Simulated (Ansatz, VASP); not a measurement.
# Two plane-wave programs on SnO

The input INCAR:

```
SYSTEM = SnO
ALGO = Normal
DIPOL = 0.5 0.5 0.408
EDIFF = 1E-6
ENCUT = 520
GGA = PE
IDIPOL = 3
ISIF = 2
ISMEAR = 0
IVDW = 12
LASPH = .TRUE.
LCHARG = .FALSE.
LDIPOL = .TRUE.
LREAL = .FALSE.
LWAVE = .FALSE.
NBANDS = 50
NELM = 60
PREC = Accurate
SIGMA = 0.05
```

File KPOINTS:

```
k-points
0
G
  7 7 1
  0 0 0
```

File POSCAR:

```
SnO
1.0
    3.8201527101      0.0002954416      0.0000000000
   -0.0003145269      3.8201527086      0.0000000000
    0.0000000000      0.0000000000     22.2260751773
Sn O
4 4
Direct
    0.9999452874      0.9999452874      0.2024648960
    0.4999452874      0.4999452874      0.3087831537
    0.4999452874      0.8749452874      0.5067488299
    0.9999452874      1.3749452874      0.6130670876
    0.9999461031      0.4999461031      0.2556240249
    0.4999461031      0.9999461031      0.2556240249
    0.4999444717      1.3749444717      0.5599079587
    0.9999444717      0.8749444717      0.5599079587
```

Input for Ansatz:

```yaml
crystal:
  lattice:
    - [3.8201527101, 0.0002954416, 0.0]
    - [-0.0003145269, 3.8201527086, 0.0]
    - [0.0, 0.0, 22.2260751773]
  atoms:
    - { symbol: Sn, position: [0.9999452874, 0.9999452874, 0.202464896] }
    - { symbol: O, position: [0.9999461031, 0.4999461031, 0.2556240249] }
    - { symbol: O, position: [0.4999461031, 0.9999461031, 0.2556240249] }
    - { symbol: Sn, position: [0.4999452874, 0.4999452874, 0.3087831537] }
    - { symbol: Sn, position: [0.4999452874, 0.8749452874, 0.5067488299] }
    - { symbol: O, position: [0.4999444717, 1.3749444717, 0.5599079587] }
    - { symbol: O, position: [0.9999444717, 0.8749444717, 0.5599079587] }
    - { symbol: Sn, position: [0.9999452874, 1.3749452874, 0.6130670876] }
basis:
  ecutwfc: 420
kpoints:
  mp_grid: { grid: [7, 7, 1] }
hamiltonian:
  xc: pbe
  pseudopotentials: { kind: paw, azcp: { folder: soft_1 } }
  dispersion: d3bj
scf:
  occupations: { method: gaussian, width: 0.05 }
output:
  forces: true
  eigenvalues: true
efield:
  axis: 3
  dipole_correction: true
  ramp_width: 0.04
```

Alike in both runs: task single point; functional PBE; dispersion D3(BJ); k mesh 7 × 7 × 1; occupations gaussian, width 0.05 eV; no spin polarisation.

|  | VASP | Ansatz |
| --- | --- | --- |
| version | VASP 6.6.1 | Ansatz 0.2.0 |
| potentials or method | VASP PAW PBE potentials, release 64 (Sn_d, O), cutoff 520 eV | scalar-relativistic, plane waves, PAW |
| valence electrons in the cell | 80 | 80 |

```csv
,VASP,Ansatz,Ansatz less VASP
gap on the k mesh at the Fermi level (eV),2.58,2.61,+0.025
least direct gap on the mesh (eV),2.61,2.65,+0.042
rms of the force components (eV/Å),0.047,0.013,-0.0336
```

Ansatz's warnings: structure snapped to symmetry.
